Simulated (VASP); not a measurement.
Write the native input for VASP 6.6.1 that does the following.

```yaml
Task: single point
Functional: HSE06
Potentials_or_basis: VASP PAW PBE potentials, release 64 (Zr_sv, S)
Cutoff: 400 eV
k_mesh: 6 × 6 × 4
Occupations: gaussian, width 0.01 eV
Spin: no spin polarisation
Dipole_correction: no
Grid_for_exact_exchange_PRECFOCK: Normal
Further_INCAR_settings: ALGO = Normal; EDIFF = 1e-06; NBANDS = 19
Share_of_exact_exchange: 0.25
Screening_parameter: 0.2079 1/Å
```

ZrS2:

```
Zr S
1.0
     3.67440    0.00000    0.00000
    -1.83720    3.18212    0.00000
     0.00000    0.00000    5.85686
Zr S
1 2
Direct
  0.00000 0.00000 0.00000
  0.33333 0.66667 0.24623
  0.66667 0.33333 0.75377
```

These files were run (other wordings do the same):

POSCAR

```
ZrS2
1.0
    3.6743990851      0.0000000000      0.0000000000
   -1.8371995425      3.1821229514      0.0000000000
    0.0000000000      0.0000000000      5.8568562715
Zr S
1 2
Direct
    0.0000000000      0.0000000000      0.0000000000
    0.3333333333      0.6666666667      0.2462324598
    0.6666666667      0.3333333333      0.7537675402
```

INCAR.step1

```
ALGO     = Normal         # electronic algorithm
EDIFF    = 1E-5           # SCF threshold, eV
ENCUT    = 400            # plane-wave cutoff, eV
GGA      = PE             # functional
GGA_COMPAT= False        
ISIF     = 2              # what is computed and relaxed
ISMEAR   = 0              # smearing method
LASPH    = True           # aspherical terms in the spheres
LCHARG   = False          # write CHGCAR
LREAL    = False          # projectors in reciprocal space
LWAVE    = True           # write WAVECAR
NBANDS   = 19             # bands
NELM     = 120            # most SCF steps
PREC     = Accurate       # precision mode
SIGMA    = 0.01           # smearing width, eV
```

INCAR.step2

```
ALGO     = Normal         # electronic algorithm
EDIFF    = 1E-6           # SCF threshold, eV
ENCUT    = 400            # plane-wave cutoff, eV
GGA      = PE             # functional
GGA_COMPAT= False        
HFSCREEN = 0.2079         # screening, 1/A
ISIF     = 2              # what is computed and relaxed
ISMEAR   = 0              # smearing method
ISTART   = 1            
LASPH    = True           # aspherical terms in the spheres
LCHARG   = False          # write CHGCAR
LHFCALC  = True           # exact exchange
LREAL    = False          # projectors in reciprocal space
LWAVE    = False          # write WAVECAR
NBANDS   = 19             # bands
NELM     = 120            # most SCF steps
PREC     = Accurate       # precision mode
PRECFOCK = Normal       
SIGMA    = 0.01           # smearing width, eV
```

KPOINTS

```
k-points
0
Gamma
  6 6 4
```

Potentials or basis: VASP PAW PBE potentials, release 64 (Zr_sv, S).

Launch:

```bash
$ cat potpaw_PBE.64/Zr_sv/POTCAR potpaw_PBE.64/S/POTCAR > POTCAR
$ cp INCAR.step1 INCAR
$ mpirun -np 1 vasp_std > vasp.out
$ cp INCAR.step2 INCAR
$ mpirun -np 1 vasp_std > vasp.out
```

Results of the run:

```json
{
 "Pressure": "0.0 GPa",
 "Largest force": "0.185 eV/Å",
 "Band gap on the k mesh": "1.68 eV (least direct gap 2.38 eV)"
}
```

Caveat: the PAW data sets were made with another functional, which shifts forces and pressure a little; this functional lacks dispersion, which binds the layers, so the pressure and a relaxed spacing across them are unreliable.

Run time: 54 min on 1 thread of Intel(R) Xeon(R) Platinum 8259CL CPU @ 2.50GHz (Skylake/Cascade Lake), with other jobs on the host, peak memory 0.28 GiB.
